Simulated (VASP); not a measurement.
The system is Cr.

```
Cr
1.0
     2.71400    0.00000    0.00000
    -1.35700    2.35039    0.00000
     0.00000    0.00000    4.41000
Cr
2
Cartesian
  1.3570 0.7835 3.3075
  0.0000 1.5669 1.1025
```

This isn't the form of Cr at room conditions, which is bcc.

Base run:

| Quantity | Value |
| --- | --- |
| Program | VASP 6.6.1 |
| Functional | PBEsol |
| Potentials or basis | VASP PAW PBE potentials, release 64 (Cr_pv) |
| Cutoff | 520 eV |
| k mesh | 9 × 9 × 5 |
| Occupations | fermi-dirac, width 0.05 eV |
| Spin | collinear spin, ferromagnetic start |
| Starting moments | [4.5, 4.5] μB |
| Fixed moment | 9 μB |

Its results: pressure 45.4 GPa; site moments Cr +3.99 μB.

Question: The run is repeated on the same cell with these changes: fixed moment from 9 μB to 4.5 μB; moments at the start from [4.5, 4.5] to [2.25, 2.25]. What comes out?

Answer: Pressure -15.8 GPa; site moments Cr +2.08 μB.

Caveats: the PAW data sets were made with another functional, which shifts forces and pressure a little; the total moment is fixed, so each spin has its own Fermi level and the state may be an excited one; the cell stands under pressure (at least some runs); the stress differs along the axes, from -20 to -14 GPa (at least some runs).
